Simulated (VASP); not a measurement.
# InP (F-43m) in VASP: vibrations by perturbation theory with PBE

Aim: the vibrations by perturbation theory of InP with PBE.

Program: VASP 6.6.1. These are calculated values, not measurements. Logs are shortened: lines on timing, memory, paths and dates and some standing lists are left out, and cuts for length are marked.

### Step 1. The cell of the first run

It takes space group F-43m (No. 216, cubic). Conventional cell: a = 5.960 Å, b = 5.960 Å, c = 5.960 Å, α = 90.00°, β = 90.00°, γ = 90.00°. Within 3.4 Å of In (site symmetry -43m) lie 4 P at 2.58 Å. P (site symmetry -43m) has 4 In at 2.58 Å within 3.4 Å.

### Step 2. Vibrations by perturbation theory, PBE

Contents of INCAR:

```
PREC = Accurate ; ENCUT = 500
EDIFF = 1E-8 ; ISMEAR = 0
SIGMA = 0.01 ; LREAL = F
LASPH = T ; NELM = 120
ALGO = Normal ; ISIF = 2
LWAVE = F ; LCHARG = F
GGA = PE ; NBANDS = 16
IBRION = 8 ; NSW = 1
LEPSILON = T ; GGA_COMPAT = F
```

Contents of KPOINTS:

```
regular mesh
0
Gamma
  8 8 8
```

Contents of POSCAR:

```
InP
1.0
    0.0000000000      2.9798940222      2.9798940222
    2.9798940222      0.0000000000      2.9798940222
    2.9798940222      2.9798940222      0.0000000000
In P
1 1
Direct
    0.0000000000      0.0000000000      0.0000000000
    0.7500000000      0.7500000000      0.7500000000
```

Potentials or basis: VASP PAW PBE potentials, release 64 (In_d, P).

On the command line:

```
cat potpaw_PBE.64/In_d/POTCAR potpaw_PBE.64/P/POTCAR > POTCAR
mpirun -np 1 vasp_std > vasp.out
```

OUTCAR:

```text
PREC = Accurate
   ENCUT = 500
   EDIFF = 1E-8
   ISMEAR = 0
   LREAL = F
   LASPH = T
   NELM = 120
   ISIF = 2
   GGA = PE
   IBRION = 8
   NSW = 1
   LEPSILON = T

 ion  position               nearest neighbor table
   1  0.000  0.000  0.000-   2 2.58   2 2.58   2 2.58   2 2.58
   2  0.750  0.750  0.750-   1 2.58   1 2.58   1 2.58   1 2.58

  LATTYP: Found a face centered cubic cell.
 ALAT       =     5.9597880444

  Lattice vectors:

 A1 = (   0.0000000000,   2.9798940222,   2.9798940222)
 A2 = (   2.9798940222,   0.0000000000,   2.9798940222)
 A3 = (   2.9798940222,   2.9798940222,   0.0000000000)

Analysis of symmetry for initial positions (statically):
=====================================================================
 Subroutine PRICEL returns:
 Original cell was already a primitive cell.

 Routine SETGRP: Setting up the symmetry group for a
 face centered cubic supercell.

 Subroutine GETGRP returns: Found 24 space group operations
 (whereof 24 operations were pure point group operations)
 out of a pool of 48 trial point group operations.

The static configuration has the point symmetry T_d .

Analysis of symmetry for dynamics (positions and initial velocities):
=====================================================================
 Subroutine PRICEL returns:
 Original cell was already a primitive cell.

 Routine SETGRP: Setting up the symmetry group for a
 face centered cubic supercell.

 Subroutine GETGRP returns: Found 24 space group operations
 (whereof 24 operations were pure point group operations)
 out of a pool of 48 trial point group operations.

The dynamic configuration has the point symmetry T_d .

 Subroutine INISYM returns: Found 24 space group operations
 (whereof 24 operations are pure point group operations),
 and found     1 'primitive' translations

----------------------------------------------------------------------------------------

                                     Primitive cell

  volume of cell :      52.9215

  direct lattice vectors                    reciprocal lattice vectors
     0.000000000  2.979894022  2.979894022    -0.167791202  0.167791202  0.167791202
     2.979894022  0.000000000  2.979894022     0.167791202 -0.167791202  0.167791202
     2.979894022  2.979894022  0.000000000     0.167791202  0.167791202 -0.167791202

  length of vectors
     4.214206541  4.214206541  4.214206541     0.290622887  0.290622887  0.290622887

  position of ions in fractional coordinates (direct lattice)
     0.000000000  0.000000000  0.000000000
     0.750000000  0.750000000  0.750000000

  ion indices of the primitive-cell ions
   primitive index   ion index
                 1           1
                 2           2

----------------------------------------------------------------------------------------

 KPOINTS: regular mesh

Automatic generation of k-mesh.
 Grid dimensions read from file:
 generate k-points for:    8    8    8

 Generating k-lattice:

  Cartesian coordinates                     Fractional coordinates (reciprocal lattice)
    -0.020973900  0.020973900  0.020973900     0.125000000  0.000000000  0.000000000
     0.020973900 -0.020973900  0.020973900     0.000000000  0.125000000  0.000000000
     0.020973900  0.020973900 -0.020973900     0.000000000  0.000000000  0.125000000

  Length of vectors
     0.036327861  0.036327861  0.036327861

  Shift w.r.t. Gamma in fractional coordinates (k-lattice)
     0.000000000  0.000000000  0.000000000

 Subroutine IBZKPT returns following result:
 ===========================================

 Found     29 irreducible k-points:

 Following reciprocal coordinates:
            Coordinates               Weight
  0.000000  0.000000  0.000000      1.000000
  0.125000  0.000000  0.000000      8.000000
  0.250000  0.000000  0.000000      8.000000
[... 559 lines left out ...]
      direct lattice vectors                 reciprocal lattice vectors
     0.000000000  2.979894022  2.979894022    -0.167791202  0.167791202  0.167791202
     2.979894022  0.000000000  2.979894022     0.167791202 -0.167791202  0.167791202
     2.979894022  2.979894022  0.000000000     0.167791202  0.167791202 -0.167791202

 POSITION                                       TOTAL-FORCE (eV/Angst)
 -----------------------------------------------------------------------------------
      0.00000      0.00000      0.00000        -0.000000     -0.000000     -0.000000
      4.46984      4.46984      4.46984         0.000000      0.000000      0.000000
 -----------------------------------------------------------------------------------
    total drift:                                0.000000      0.000000      0.000000

  FREE ENERGIE OF THE ION-ELECTRON SYSTEM (eV)
  ---------------------------------------------------
  free  energy   TOTEN  =        -8.4062513390 eV

  energy  without entropy=       -8.4062513390  energy(sigma->0) =       -8.40625134

 HEAD OF MICROSCOPIC STATIC DIELECTRIC TENSOR (INDEPENDENT PARTICLE, excluding Hartree and local field effects)
 ------------------------------------------------------
          26.561867     0.000000     0.000000
          -0.000000    26.561867     0.000000
           0.000000     0.000000    26.561867
 ------------------------------------------------------

 Free energy of the ion-electron system (eV)
  ---------------------------------------------------
  ---------------------------------------------------
  free energy    TOTEN  =        -3.86585962 eV

  energy without entropy =       -3.86585962

------------------------ aborting loop because EDIFF is reached ----------------------------------------

--------------------------------------- Ionic step        2  -------------------------------------------

------------------------ aborting loop because EDIFF is reached ----------------------------------------

--------------------------------------- Ionic step        3  -------------------------------------------

------------------------ aborting loop because EDIFF is reached ----------------------------------------

 PIEZOELECTRIC TENSOR FIELD DIRECTION 3  (e Angst)
 -----------------------------------------------------------------------------
    -0.00061  3.26242  0.00000           (  0.00000  0.02810  0.00000)
     3.26242 -0.00061  0.00000           (  0.02810  0.00000  0.00000)
     0.00000  0.00000 -0.00100           (  0.00000  0.00000 -0.00000)

 PIEZOELECTRIC TENSOR FIELD DIRECTION 3  (C/m^2)
 -----------------------------------------------------------------------------
    -0.00018  0.98768  0.00000
     0.98768 -0.00018  0.00000
     0.00000  0.00000 -0.00030

--------------------------------------- Ionic step        4  -------------------------------------------

------------------------ aborting loop because EDIFF is reached ----------------------------------------

[... ionic steps 5 to 6 ...]

--------------------------------------- Ionic step        7  -------------------------------------------

 Free energy of the ion-electron system (eV)
  ---------------------------------------------------
  ---------------------------------------------------
  free energy    TOTEN  =        -0.04923257 eV

  energy without entropy =       -0.04923257

------------------------ aborting loop because EDIFF is reached ----------------------------------------

 INTERNAL STRAIN TENSOR  FOR ION    2  DIRECTION 1   (eV/Angst):
 -----------------------------------------------------------------------------
    -0.01064  0.00000  0.00000
     0.00000  0.00706  6.49690
     0.00000  6.49690  0.00706

 MACROSCOPIC STATIC DIELECTRIC TENSOR (including local field effects in DFT)
 ------------------------------------------------------
          26.245813    -0.000000     0.000000
           0.000000    26.245813     0.000000
           0.000000     0.000000    26.245813
 ------------------------------------------------------

 PIEZOELECTRIC TENSOR (including local field effects)  for field in x, y, z        (e  Angst)
          XX          YY          ZZ          XY          YZ          ZX
  --------------------------------------------------------------------------------
  x     0.00000    -0.00000    -0.00000     0.00000     3.27120    -0.00000
  y     0.00000    -0.00000     0.00000    -0.00000     0.00000     3.27120
  z    -0.00000    -0.00000     0.00000     3.27120    -0.00000     0.00000

 PIEZOELECTRIC TENSOR (including local field effects)  for field in x, y, z        (C/m^2)
          XX          YY          ZZ          XY          YZ          ZX
  --------------------------------------------------------------------------------
  x     0.00000    -0.00000    -0.00000     0.00000     0.99034    -0.00000
  y     0.00000    -0.00000     0.00000    -0.00000     0.00000     0.99034
  z    -0.00000    -0.00000     0.00000     0.99034    -0.00000     0.00000

 BORN EFFECTIVE CHARGES (including local field effects) (in |e|, cummulative output)
 ---------------------------------------------------------------------------------
 ion    1
    1     2.78895    -0.00000    -0.00000
    2    -0.00000     2.78895     0.00000
    3    -0.00000     0.00000     2.78895
 ion    2
    1    -2.78895     0.00000     0.00000
    2     0.00000    -2.78895     0.00000
    3     0.00000     0.00000    -2.78895

 INTERNAL STRAIN TENSOR FOR ION    2 for displacements in x,y,z  (eV/Angst):
          X           Y           Z          XY          YZ          ZX
  --------------------------------------------------------------------------------
  x     0.00000    -0.00000    -0.00000     0.00000     6.49690     0.00000
  y    -0.00000     0.00000    -0.00000     0.00000     0.00000     6.49690
  z    -0.00000    -0.00000     0.00000     6.49690     0.00000     0.00000

 SECOND DERIVATIVES (NOT SYMMETRIZED)
 ------------------------------------
               1X          1Y          1Z          2X          2Y          2Z
  1X    -7.214142    0.000000    0.000000    7.214142    0.000000    0.000000
  1Y     0.000000   -7.214142    0.000000    0.000000    7.214142    0.000000
  1Z     0.000000    0.000000   -7.214142    0.000000    0.000000    7.214142
  2X     7.189188    0.000000    0.000000   -7.189188    0.000000    0.000000
  2Y     0.000000    7.189188    0.000000    0.000000   -7.189188    0.000000
  2Z     0.000000    0.000000    7.189188    0.000000    0.000000   -7.189188

 Eigenvectors and eigenvalues of the dynamical matrix
 ----------------------------------------------------

   1 f  =    8.490108 THz    53.344924 2PiTHz  283.199529 cm-1    35.112251 meV
             X         Y         Z           dx          dy          dz
      0.000000  0.000000  0.000000     0.000000    0.461553    0.000000
      4.469841  4.469841  4.469841     0.000000   -0.887113    0.000000
[... 21 lines left out ...]
   6 f/i=    0.006023 THz     0.037842 2PiTHz    0.200899 cm-1     0.024908 meV
             X         Y         Z           dx          dy          dz
      0.000000  0.000000  0.000000     0.049672   -0.364711   -0.807148
      4.469841  4.469841  4.469841     0.025843   -0.189754   -0.419948

--------------------------------------------------------------------------------------------------------

 MACROSCOPIC STATIC DIELECTRIC TENSOR IONIC CONTRIBUTION
 ------------------------------------------------------
           3.693016    -0.000000    -0.000000
          -0.000000     3.693016    -0.000000
          -0.000000    -0.000000     3.693016
 ------------------------------------------------------

 ELASTIC MODULI CONTR FROM IONIC RELAXATION (kBar)
 Direction    XX          YY          ZZ          XY          YZ          ZX
 --------------------------------------------------------------------------------
 XX          -0.0000     -0.0000     -0.0000      0.0000      0.0000      0.0000
 YY          -0.0000     -0.0000     -0.0000      0.0000      0.0000      0.0000
 ZZ          -0.0000     -0.0000     -0.0000      0.0000      0.0000      0.0000
 XY           0.0000      0.0000      0.0000   -174.4055      0.0000      0.0000
 YZ           0.0000      0.0000      0.0000      0.0000   -174.4055      0.0000
 ZX           0.0000      0.0000      0.0000      0.0000      0.0000   -174.4055
 --------------------------------------------------------------------------------

 PIEZOELECTRIC TENSOR IONIC CONTR  for field in x, y, z        (C/m^2)
          XX          YY          ZZ          XY          YZ          ZX
  --------------------------------------------------------------------------------
  x     0.00000     0.00000     0.00000     0.00000    -0.75517     0.00000
  y     0.00000     0.00000     0.00000     0.00000     0.00000    -0.75517
  z     0.00000     0.00000     0.00000    -0.75517     0.00000     0.00000
```

Wall time 6.1 min (1 thread of Intel Xeon Platinum 8375C at 2.90GHz (Ice Lake), shared host); peak memory 0.34 GiB.

What came out:

```yaml
Electronic_dielectric_tensor_diagonal: 26.25
Born_charges_mean_of_the_diagonal: In +2.79; P -2.79 e
Highest_phonon_frequency_at_Γ_LO-TO_splitting_left_out: 283 cm⁻¹
```

Phonon frequencies in cm⁻¹ (negative: imaginary):
| q point | frequencies |
| --- | --- |
| (0.000, 0.000, 0.000) | 0 0 0 283 283 283 |

Electronic dielectric tensor:
```
26.25  0.00  0.00
 0.00 26.25  0.00
 0.00  0.00 26.25
```

Born effective charge tensors (e):
atom 1, In
```
2.79 0.00 0.00
0.00 2.79 0.00
0.00 0.00 2.79
```
atom 2, P
```
-2.79  0.00  0.00
 0.00 -2.79  0.00
 0.00  0.00 -2.79
```

Caveat: spin-orbit coupling is left out, which moves the levels of the heavy elements.
